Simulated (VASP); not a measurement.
**Ir: single point with PBEsol**

Ir:

```
Ir
1.0
     0.00000    1.93143    1.93143
     1.93143    0.00000    1.93143
     1.93143    1.93143    0.00000
Ir
1
Cartesian
  0.0000 0.0000 0.0000
```

```
Program                : VASP 6.6.1
Task                   : single point
Functional             : PBEsol
Potentials or basis    : VASP PAW PBE potentials, release 64 (Ir)
Cutoff                 : 500 eV
k mesh                 : 13 × 13 × 13
Occupations            : fermi-dirac, width 0.05 eV
Spin                   : no spin polarisation
Dipole correction      : no
Further INCAR settings : ALGO = Normal; EDIFF = 1e-06; NBANDS = 10
```

```yaml
Pressure: -8.1 GPa
```

Levels at points of the mesh, in eV from the Fermi level:
```csv
k point,band 1,band 2,band 3,band 4,band 5,band 6,band 7,band 8,band 9
"(0.00, 0.00, 0.00)",-11.01,-3.81,-3.81,-3.81,-1.17,-1.17,14.34,19.80,19.80
```

It took 10 s on 1 thread of AMD EPYC 9R45 (Zen 5), with other jobs on the host, peak memory 0.1 GiB.

Caveat: the PAW data sets were made with another functional, which shifts forces and pressure a little; spin-orbit coupling is left out, which moves the levels of the heavy elements.
